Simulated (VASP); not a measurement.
Input of a VASP 6.6.1 run:

The input INCAR:

```
SYSTEM = P
PREC     = Accurate       ! precision mode
ENCUT    = 520            ! plane-wave cutoff, eV
EDIFF    = 1E-6           ! SCF threshold, eV
ISMEAR   = 0              ! smearing method
SIGMA    = 0.05           ! smearing width, eV
LREAL    = .FALSE.        ! projectors in reciprocal space
LASPH    = .TRUE.         ! aspherical terms in the spheres
NELM     = 100            ! most SCF steps
ALGO     = Normal         ! electronic algorithm
ISIF     = 2              ! what is computed and relaxed
LWAVE    = .FALSE.        ! write WAVECAR
LCHARG   = .TRUE.         ! write CHGCAR
GGA      = PS             ! functional
LELF     = .TRUE.         ! ELF
LVHAR    = .TRUE.       
NBANDS   = 30             ! bands
```

The input KPOINTS:

```
regular mesh
0
G
  8 1 3
  0 0 0
```

POSCAR

```
P
1.0
   -3.2837277200      0.0000000000      0.0000000000
    0.0000000000    -34.8570309900      4.6320847100
    0.0000000000      0.2634601316     11.2467406694
P
8
Direct
    0.0000000000      0.0330355591      0.4362073677
    0.0000000000      0.0299322539      0.0256253090
    0.0000000000      0.9762743563      0.7955388084
    0.0000000000      0.9731710512      0.3849567497
    0.5000000000      0.9752946474      0.6659186437
    0.5000000000      0.9721913422      0.2553365850
    0.5000000000      0.0340152680      0.5658275324
    0.5000000000      0.0309119629      0.1552454737
```

Potentials or basis: VASP PAW PBE potentials, release 64 (P).

Command:

```sh
$ cat potpaw_PBE.64/P/POTCAR > POTCAR
$ mpirun -np 1 vasp_std > vasp.out
```

Q: Predict the largest force.

A: 0.950 eV/Å.

Q: Predict the band gap on the k mesh.

A: Zero (bands 20 and 21 overlap by 0.59 eV).

Forces on the atoms (eV/Å):
```
P    0.000  0.045 -0.306
P    0.000 -0.241  0.544
P    0.000  0.241 -0.544
P    0.000 -0.045  0.306
P    0.000 -0.070  0.947
P    0.000  0.232  0.045
P    0.000 -0.232 -0.045
P    0.000  0.070 -0.947
```

Caveat: the cell differs from its parent crystal (the distance across one plane changed); there is no dipole correction, which matters where the two faces differ; the PAW data sets were made with another functional, which shifts forces and pressure a little.
